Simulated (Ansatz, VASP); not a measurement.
One calculation of HfO2, two programs

INCAR

```
SYSTEM = HfO2
  ALGO = Normal
  EDIFF = 1E-6
  ENCUT = 600
  GGA = PS
  GGA_COMPAT = .False.
  ISIF = 2
  ISMEAR = 0
  IVDW = 12
  LASPH = .True.
  LCHARG = .False.
  LREAL = .False.
  LWAVE = .False.
  NBANDS = 18
  NELM = 120
  PREC = Accurate
  SIGMA = 0.02
```

Contents of KPOINTS:

```
k-points
0
Gamma
  8 8 8
  0 0 0
```

Contents of POSCAR:

```
HfO2
1.0
    0.0000000000      2.5364421924      2.5364421924
    2.5364421924      0.0000000000      2.5364421924
    2.5364421924      2.5364421924      0.0000000000
Hf O
1 2
Direct
    0.0000000000      0.0000000000      0.0000000000
    0.2500000000      0.2500000000      0.2500000000
    0.7500000000      0.7500000000      0.7500000000
```

Input for Ansatz:

```yaml
crystal:
  lattice:
    - [0.0, 2.5364421924, 2.5364421924]
    - [2.5364421924, 0.0, 2.5364421924]
    - [2.5364421924, 2.5364421924, 0.0]
  atoms:
    - { symbol: Hf, position: [0.0, 0.0, 0.0] }
    - { symbol: O, position: [0.25, 0.25, 0.25] }
    - { symbol: O, position: [0.75, 0.75, 0.75] }
basis:
  xc_grid: 4
kpoints:
  mp_grid: { grid: [8, 8, 8] }
hamiltonian:
  xc: pbesol
  dispersion: d3bj
scf:
  occupations: { method: gaussian, width: 0.02 }
output:
  forces: true
  eigenvalues: true
  stress: true
```

Alike in both runs: task single point; functional PBEsol; dispersion D3(BJ); k mesh 8 × 8 × 8; occupations gaussian, width 0.02 eV; no spin polarisation.

|  | VASP | Ansatz |
| --- | --- | --- |
| version | VASP 6.6.1 | Ansatz 0.2.0 |
| potentials or method | VASP PAW PBE potentials, release 64 (Hf_pv, O) | scalar-relativistic, plane waves, PAW |
| plane-wave cutoff (eV) | 600 | 420 |
| valence electrons in the cell | 22 | 38 |

|  | VASP | Ansatz | Ansatz less VASP |
| --- | --- | --- | --- |
| gap on the k mesh at the Fermi level (eV) | 3.67 | 3.65 | -0.020 |
| pressure (GPa) | -11.6 | -7.8 | +3.78 |

VASP's potentials were made for PBE, not for PBEsol. VASP's potentials hold 22 valence electrons a cell and Ansatz's 38, so a difference there can come from the potentials and not from the codes.

Neither program's run includes spin-orbit coupling.
